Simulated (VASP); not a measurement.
# P (P4/mmm) in VASP: notebook

The runs below take P through electric field gradients, with PBEsol.

Everything below comes from runs of VASP 6.6.1. Logs are shortened: lines on timing, memory, paths and dates and some standing lists are left out, and cuts for length are marked.

## 1. The cell of the first run

Symmetry: P4/mmm, No. 123, tetragonal system. The conventional cell has a = 4.357 Å, b = 4.357 Å, c = 4.464 Å, α = 90.00°, β = 90.00°, γ = 90.00°. P (site symmetry 4/mmm) has 6 P at 4.36 to 4.46 Å within 5.7 Å.

## 2. Electric field gradients, PBEsol (84.73 Å³/atom)

Contents of INCAR:

```
PREC = Accurate
ENCUT = 400
EDIFF = 1E-8
ISMEAR = -1
SIGMA = 0.08
LREAL = F
LASPH = T
NELM = 120
ALGO = Normal
ISIF = 2
LWAVE = F
LCHARG = F
GGA = PS
LEFG = T
NBANDS = 8
GGA_COMPAT = F
```

Contents of KPOINTS:

```
regular mesh
0
Gamma
  10 10 9
```

Contents of POSCAR:

```
P
1.0
    4.3567085816      0.0000000000      0.0000000000
    0.0000000000      4.3567085816      0.0000000000
    0.0000000000      0.0000000000      4.4638649366
P
1
Direct
    0.0000000000      0.0000000000      0.0000000000
```

Potentials or basis: VASP PAW PBE potentials, release 64 (P).

The run is started by

```
> cat potpaw_PBE.64/P/POTCAR > POTCAR
> mpirun -np 1 vasp_std > vasp.out
```

OUTCAR:

```text
PREC = Accurate
   ENCUT = 400
   EDIFF = 1E-8
   ISMEAR = -1
   LREAL = F
   LASPH = T
   NELM = 120
   ISIF = 2
   GGA = PS

 ion  position               nearest neighbor table
   1  0.000  0.000  0.000-

  LATTYP: Found a simple tetragonal cell.
 ALAT       =     4.3567085816
 C/A-ratio  =     1.0245957133

  Lattice vectors:

 A1 = (   4.3567085816,   0.0000000000,   0.0000000000)
 A2 = (   0.0000000000,   4.3567085816,   0.0000000000)
 A3 = (   0.0000000000,   0.0000000000,   4.4638649366)

Analysis of symmetry for initial positions (statically):
=====================================================================
 Subroutine PRICEL returns:
 Original cell was already a primitive cell.

 Routine SETGRP: Setting up the symmetry group for a
 simple tetragonal supercell.

 Subroutine GETGRP returns: Found 16 space group operations
 (whereof 16 operations were pure point group operations)
 out of a pool of 16 trial point group operations.

The static configuration has the point symmetry D_4h.

Analysis of symmetry for dynamics (positions and initial velocities):
=====================================================================
 Subroutine PRICEL returns:
 Original cell was already a primitive cell.

 Routine SETGRP: Setting up the symmetry group for a
 simple tetragonal supercell.

 Subroutine GETGRP returns: Found 16 space group operations
 (whereof 16 operations were pure point group operations)
 out of a pool of 16 trial point group operations.

The dynamic configuration has the point symmetry D_4h.

 Subroutine INISYM returns: Found 16 space group operations
 (whereof 16 operations are pure point group operations),
 and found     1 'primitive' translations

----------------------------------------------------------------------------------------

                                     Primitive cell

  volume of cell :      84.7282

  direct lattice vectors                    reciprocal lattice vectors
     4.356708582  0.000000000  0.000000000     0.229531074  0.000000000  0.000000000
     0.000000000  4.356708582  0.000000000     0.000000000  0.229531074  0.000000000
     0.000000000  0.000000000  4.463864937     0.000000000  0.000000000  0.224021115

  length of vectors
     4.356708582  4.356708582  4.463864937     0.229531074  0.229531074  0.224021115

  position of ions in fractional coordinates (direct lattice)
     0.000000000  0.000000000  0.000000000

  ion indices of the primitive-cell ions
   primitive index   ion index
                 1           1

----------------------------------------------------------------------------------------

 KPOINTS: regular mesh

Automatic generation of k-mesh.
 Grid dimensions read from file:
 generate k-points for:   10   10    9

 Generating k-lattice:

  Cartesian coordinates                     Fractional coordinates (reciprocal lattice)
     0.022953107  0.000000000  0.000000000     0.100000000  0.000000000  0.000000000
     0.000000000  0.022953107  0.000000000     0.000000000  0.100000000  0.000000000
     0.000000000  0.000000000  0.024891235     0.000000000  0.000000000  0.111111111

  Length of vectors
     0.022953107  0.022953107  0.024891235

  Shift w.r.t. Gamma in fractional coordinates (k-lattice)
     0.000000000  0.000000000  0.000000000

 Subroutine IBZKPT returns following result:
 ===========================================

 Found    105 irreducible k-points:

 Following reciprocal coordinates:
            Coordinates               Weight
  0.000000  0.000000  0.000000      1.000000
  0.100000  0.000000  0.000000      4.000000
  0.200000  0.000000  0.000000      4.000000
  0.300000  0.000000  0.000000      4.000000
  0.400000  0.000000  0.000000      4.000000
  0.500000  0.000000  0.000000      2.000000
[... 16 lines left out ...]
  0.100000  0.000000  0.111111      8.000000
  0.200000  0.000000  0.111111      8.000000
 [... further k-points ...]
   k-points           NKPTS =    105   k-points in BZ     NKDIM =    105   number of bands    NBANDS=      8
   number of dos      NEDOS =    301   number of ions     NIONS =      1
   total plane-waves  NPLWV =  23520
   dimension x,y,z NGX =    28 NGY =   28 NGZ =   30
   dimension x,y,z NGXF=    56 NGYF=   56 NGZF=   60
   ions per type =               1
   NGX,Y,Z   is equivalent  to a cutoff of  10.68, 10.68, 11.17 a.u.
   NGXF,Y,Z  is equivalent  to a cutoff of  21.37, 21.37, 22.35 a.u.
 SYSTEM =  unknown system
   PREC   = accura    normal or accurate (medium, high low for compatibility)
   ISTART =      0    job   : 0-new  1-cont  2-samecut
   ICHARG =      2    charge: 1-file 2-atom 10-const
   ISPIN  =      1    spin polarized calculation?
   LNONCOLLINEAR =      F non collinear calculations
   LSORBIT =      F    spin-orbit coupling
   LASPH  =      T    aspherical Exc in radial PAW
   ENCUT  =  400.0 eV  29.40 Ry    5.42 a.u.   7.10  7.10  7.28*2*pi/ulx,y,z
   NELM   =    120;   NELMIN=  2; NELMDL= -5     # of ELM steps
   EDIFF  = 0.1E-07   stopping-criterion for ELM
   LREAL  =      F    real-space projection
   EDIFFG = 0.1E-06   stopping-criterion for IOM
   NSW    =      0    number of steps for IOM
   IBRION =     -1    ionic relax: 0-MD 1-quasi-New 2-CG
   NFREE  =      0    steps in history (QN), initial steepest desc. (CG)
   ISIF   =      2    stress and relaxation
   ISYM   =      2    0-nonsym 1-usesym 2-fastsym
   POTIM  = 0.5000    time-step for ionic-motion
   TEBEG  =    0.0;   TEEND  =   0.0 temperature during run
   PSTRESS=    0.0 pullay stress
   NELECT =       5.0000    total number of electrons
   NUPDOWN=      -1.0000    fix difference up-down
   EMIN   =  10.00;   EMAX   =-10.00  energy-range for DOS
   EFERMI =   0.00;   METHOD = LEGACY
   ISMEAR =    -1;   SIGMA  =   0.08  broadening in eV -4-tet -1-fermi 0-gaus
   EFERMI_NEDOS =   21; number of points for ismear=-14 and -15
   IALGO  =     38    algorithm
   IMIX   =      4    mixing-type and parameters
     AMIX     =   0.40;   BMIX     =  1.00
     AMIX_MAG =   1.60;   BMIX_MAG =  1.00
  volume/ion in A,a.u.               =      84.73       571.77
  Fermi-wavevector in a.u.,A,eV,Ry     =   0.637366  1.204447  5.527166  0.406235
  Thomas-Fermi vector in A             =   1.702348
   LORBIT       =      0    0 simple, 1 ext, 2 COOP (PROOUT), +10 PAW based schemes
   GGA     = PS    functional components
   LHFCALC =     F    Hartree Fock is set to
   AEXX    =    0.0000 exact exchange contribution
   IVDW    =     0    specifies the selected vdW correction
   LEPSILON=     F    determine dielectric tensor
   LRPA    =     F    only Hartree local field effects (RPA)
 non-spin polarized calculation
  energy-cutoff  :      400.00
  volume of cell :       84.73
 maximum number of plane-waves:      1557
   NGX = 15   NGY = 15   NGZ = 15

 number of electron       4.9999999 magnetization

 Free energy of the ion-electron system (eV)
  ---------------------------------------------------
  ext. energy  EPLUGINS =         0.00000000
  ---------------------------------------------------
  free energy    TOTEN  =        -1.10036102 eV

  energy without entropy =       -1.01841556  energy(sigma->0) =       -1.05938829

 E-fermi :  -3.2099     XC(G=0):  -4.8678

 val. band max:       -3.2204364804   @ k =   0.4000   0.3000   0.4444
 cond. band min:      -3.2059980547   @ k =   0.2000   0.0000   0.1111
 fundamental gap:      0.0144384257
 Fermi energy:        -3.2099055138

 k-point     1 :       0.0000    0.0000    0.0000
  band No.  band energies     occupation
      1     -11.9070      2.00000
      2      -2.8133      0.01397
      3      -2.7147      0.00409
      4      -2.7147      0.00409
      5       1.3606      0.00000
      6       4.2005      0.00000
      7       4.2783      0.00000
      8       8.6102      0.00000

 k-point     2 :       0.1000    0.0000    0.0000
  band No.  band energies     occupation
      1     -11.8937      2.00000
      2      -2.8674      0.02726
      3      -2.8009      0.01196
      4      -2.7028      0.00353
      5       1.5171      0.00000
      6       4.2649      0.00000
      7       4.4112      0.00000
      8       8.0024      0.00000

 k-point     3 :       0.2000    0.0000    0.0000
  band No.  band energies     occupation
      1     -11.8581      2.00000
      2      -3.2211      1.06995
      3      -2.7678      0.00793
      4      -2.6711      0.00238
      5       1.8990      0.00000
      6       4.4155      0.00000
      7       4.7212      0.00000
      8       7.2694      0.00000
[... 210 lines left out ...]
 k-point    23 :       0.1000    0.0000    0.1111
  band No.  band energies     occupation
      1     -11.8803      2.00000
      2      -2.9651      0.08953
      3      -2.8476      0.02136
      4      -2.6907      0.00303
      5       1.7000      0.00000
      6       4.3894      0.00000
      7       4.4857      0.00000
      8       7.4343      0.00000

 k-point    24 :       0.2000    0.0000    0.1111
  band No.  band energies     occupation
      1     -11.8450      2.00000
      2      -3.2060      0.97558
      3      -2.9164      0.04976
      4      -2.6594      0.00205
      5       2.0719      0.00000
      6       4.5228      0.00000
      7       4.8008      0.00000
      8       6.7290      0.00000

 [... further k-points ...]
[... 5 lines left out ...]
  --------------------------------------------------------------------------------------
  -------------------------------------------------------------------------------------
  Total       -1.8174312     -1.8174312     -1.5903582      0.0000000      0.0000000      0.0000000
  in kB      -34.3669101    -34.3669101    -30.0730488      0.0000000      0.0000000      0.0000000
  external PRESSURE =     -32.9356230 kB  Pullay stress =       0.0000000 kB

 VOLUME and BASIS-vectors are now :
 -----------------------------------------------------------------------------
  energy-cutoff  :      400.00
  volume of cell :       84.73
      direct lattice vectors                 reciprocal lattice vectors
     4.356708582  0.000000000  0.000000000     0.229531074  0.000000000  0.000000000
     0.000000000  4.356708582  0.000000000     0.000000000  0.229531074  0.000000000
     0.000000000  0.000000000  4.463864937     0.000000000  0.000000000  0.224021115

 POSITION                                       TOTAL-FORCE (eV/Angst)
 -----------------------------------------------------------------------------------
      0.00000      0.00000      0.00000         0.000000      0.000000      0.000000
 -----------------------------------------------------------------------------------
    total drift:                                0.000000      0.000000     -0.000000

  FREE ENERGIE OF THE ION-ELECTRON SYSTEM (eV)
  ---------------------------------------------------
  free  energy   TOTEN  =        -1.1003610168 eV

  energy  without entropy=       -1.0184155642  energy(sigma->0) =       -1.05938829

 Electric field gradients (V/A^2)
---------------------------------------------------------------------
 ion       V_xx      V_yy      V_zz      V_xy      V_xz      V_yz
---------------------------------------------------------------------
   1       0.401     0.401    -0.802    -0.000     0.000     0.000
---------------------------------------------------------------------

 Electric field gradients after diagonalization (V/A^2)
 (convention: |V_zz| > |V_xx| > |V_yy|)
----------------------------------------------------------------------
 ion       V_xx      V_yy      V_zz     asymmetry (V_yy - V_xx)/ V_zz
----------------------------------------------------------------------
   1       0.401     0.401    -0.802       0.000
----------------------------------------------------------------------

           NMR quadrupolar parameters

 Cq : quadrupolar parameter    Cq=e*Q*V_zz/h
 eta: asymmetry parameters     (V_yy - V_xx)/ V_zz
 Q  : nuclear electric quadrupole moment in mb (millibarn)
----------------------------------------------------------------------
 ion       Cq(MHz)       eta       Q (mb)
----------------------------------------------------------------------
   1      -0.002       0.000       1.000
----------------------------------------------------------------------
```

Wall time 55 s (1 thread of Intel Xeon 8259CL, shared host); peak memory 0.18 GiB.

Results:

| Property | Result |
| --- | --- |
| Free energy | -1.1004 eV |
| Pressure | -3.3 GPa |
| Band gap on the k mesh | zero (an odd number of electrons rules out a gap without spin polarisation) |
| Largest electric field gradient by atom | P -0.8 V/Å² |

Electric field gradients, principal values (V/Å²):
```
atom  least  middle  greatest (by size)
 1 P  0.401   0.401              -0.802
```

Caveat: the cell stands under tension; without QUAD_EFG the Cq values of the log hold for a quadrupole moment of 1 mb, not for the nuclei; the PAW data sets were made with another functional, which shifts forces and pressure a little.

## 3. Electric field gradients, PBEsol (84.73 Å³/atom)

Contents of INCAR:

```
SYSTEM = P
PREC = Accurate
ENCUT = 400
EDIFF = 1E-8
ISMEAR = -1
SIGMA = 0.08
LREAL = .False.
LASPH = .True.
NELM = 120
ALGO = Normal
ISIF = 2
LWAVE = .False.
LCHARG = .False.
GGA = PS
LEFG = .True.
NBANDS = 8
GGA_COMPAT = .False.
```

Contents of KPOINTS:

```
Automatic mesh
0
Gamma
  10 10 9
  0 0 0
```

POSCAR is that of step 2.

Potentials or basis: VASP PAW PBE potentials, release 64 (P).

The run is started by

```
> cat potpaw_PBE.64/P/POTCAR > POTCAR
> mpirun -np 1 vasp_std > vasp.out
```

OUTCAR:

```text
SYSTEM = P
   PREC = Accurate
   ENCUT = 400
   EDIFF = 1E-8
   ISMEAR = -1
   LREAL = .False.
   LASPH = .True.
   NELM = 120
   ISIF = 2
   GGA = PS

 ion  position               nearest neighbor table
   1  0.000  0.000  0.000-

  LATTYP: Found a simple tetragonal cell.
 ALAT       =     4.3567085816
 C/A-ratio  =     1.0245957133

  Lattice vectors:

 A1 = (   4.3567085816,   0.0000000000,   0.0000000000)
 A2 = (   0.0000000000,   4.3567085816,   0.0000000000)
 A3 = (   0.0000000000,   0.0000000000,   4.4638649366)

Analysis of symmetry for initial positions (statically):
=====================================================================
 Subroutine PRICEL returns:
 Original cell was already a primitive cell.

[... 446 lines left out ...]
  in kB      -34.3669101    -34.3669101    -30.0730488      0.0000000      0.0000000      0.0000000
  external PRESSURE =     -32.9356230 kB  Pullay stress =       0.0000000 kB

 VOLUME and BASIS-vectors are now :
 -----------------------------------------------------------------------------
  energy-cutoff  :      400.00
  volume of cell :       84.73
      direct lattice vectors                 reciprocal lattice vectors
     4.356708582  0.000000000  0.000000000     0.229531074  0.000000000  0.000000000
     0.000000000  4.356708582  0.000000000     0.000000000  0.229531074  0.000000000
     0.000000000  0.000000000  4.463864937     0.000000000  0.000000000  0.224021115

 POSITION                                       TOTAL-FORCE (eV/Angst)
 -----------------------------------------------------------------------------------
      0.00000      0.00000      0.00000         0.000000      0.000000      0.000000
 -----------------------------------------------------------------------------------
    total drift:                                0.000000      0.000000     -0.000000

  FREE ENERGIE OF THE ION-ELECTRON SYSTEM (eV)
  ---------------------------------------------------
  free  energy   TOTEN  =        -1.1003610168 eV

  energy  without entropy=       -1.0184155642  energy(sigma->0) =       -1.05938829

 Electric field gradients (V/A^2)
---------------------------------------------------------------------
 ion       V_xx      V_yy      V_zz      V_xy      V_xz      V_yz
---------------------------------------------------------------------
   1       0.401     0.401    -0.802    -0.000     0.000     0.000
---------------------------------------------------------------------

 Electric field gradients after diagonalization (V/A^2)
 (convention: |V_zz| > |V_xx| > |V_yy|)
----------------------------------------------------------------------
 ion       V_xx      V_yy      V_zz     asymmetry (V_yy - V_xx)/ V_zz
----------------------------------------------------------------------
   1       0.401     0.401    -0.802       0.000
----------------------------------------------------------------------

           NMR quadrupolar parameters

 Cq : quadrupolar parameter    Cq=e*Q*V_zz/h
 eta: asymmetry parameters     (V_yy - V_xx)/ V_zz
 Q  : nuclear electric quadrupole moment in mb (millibarn)
----------------------------------------------------------------------
 ion       Cq(MHz)       eta       Q (mb)
----------------------------------------------------------------------
   1      -0.002       0.000       1.000
----------------------------------------------------------------------
```

OSZICAR:

```text
N       E                     dE             d eps       ncg     rms          rms(c)
DAV:   1     0.745138171597E+01    0.74514E+01   -0.10854E+03  1680   0.286E+02
DAV:   2    -0.670583628933E+00   -0.81220E+01   -0.79953E+01  2336   0.422E+01
DAV:   3    -0.111242269589E+01   -0.44184E+00   -0.41559E+00  2040   0.995E+00
DAV:   4    -0.111686178746E+01   -0.44391E-02   -0.44352E-02  2984   0.118E+00
DAV:   5    -0.111686849604E+01   -0.67086E-05   -0.67084E-05  2304   0.310E-02    0.562E-01
DAV:   6    -0.110239732875E+01    0.14471E-01   -0.25912E-02  2168   0.601E-01    0.304E-01
DAV:   7    -0.109941550365E+01    0.29818E-02   -0.24906E-02  2240   0.617E-01    0.147E-01
DAV:   8    -0.110028894517E+01   -0.87344E-03   -0.10112E-03  2184   0.155E-01    0.284E-02
DAV:   9    -0.110030642447E+01   -0.17479E-04   -0.10091E-05  2944   0.186E-02    0.930E-03
DAV:  10    -0.110035546948E+01   -0.49045E-04   -0.56543E-05  1824   0.330E-02    0.209E-03
DAV:  11    -0.110036071712E+01   -0.52476E-05   -0.93709E-06  1936   0.125E-02    0.172E-03
DAV:  12    -0.110036079598E+01   -0.78856E-07   -0.29096E-07  2328   0.234E-03    0.488E-04
DAV:  13    -0.110036100270E+01   -0.20672E-06   -0.34292E-07  1864   0.261E-03    0.258E-04
DAV:  14    -0.110036102451E+01   -0.21818E-07   -0.36649E-09  2880   0.330E-04    0.732E-05
DAV:  15    -0.110036101675E+01    0.77600E-08   -0.15746E-09  2088   0.196E-04
   1 F= -.11003610E+01 E0= -.10593883E+01  d E =-.819455E-01
```

stdout:

```text
POSCAR found type information on POSCAR P
 POSCAR found :  1 types and       1 ions
 scaLAPACK will be used
 -----------------------------------------------------------------------------
|                                                                             |
|                                                                             |
|     You enforced a specific xc type in the INCAR file but a different       |
|     I HOPE YOU KNOW WHAT YOU ARE DOING!                                     |
|                                                                             |
 -----------------------------------------------------------------------------

 LDA part: xc-table for (Slater+PW92), standard interpolation
 POSCAR, INCAR and KPOINTS ok, starting setup
 FFT: planning ... GRIDC
 FFT: planning ... GRID_SOFT
 FFT: planning ... GRID
 WAVECAR not read
 entering main loop
ion   1
```

It took 59 s on 1 thread of Intel Xeon 8259CL, shared host; peak memory 0.18 GiB.

Results:

```
Free energy                             : -1.1004 eV
Pressure                                : -3.3 GPa
Band gap on the k mesh                  : zero (an odd number of electrons rules out a gap without spin polarisation)
Largest electric field gradient by atom : P -0.8 V/Å²
```

Electric field gradients, principal values (V/Å²):
| atom | least | middle | greatest (by size) |
| --- | --- | --- | --- |
| 1 P | 0.401 | 0.401 | -0.802 |

Caveat: the cell stands under tension; without QUAD_EFG the Cq values of the log hold for a quadrupole moment of 1 mb, not for the nuclei; the PAW data sets were made with another functional, which shifts forces and pressure a little.
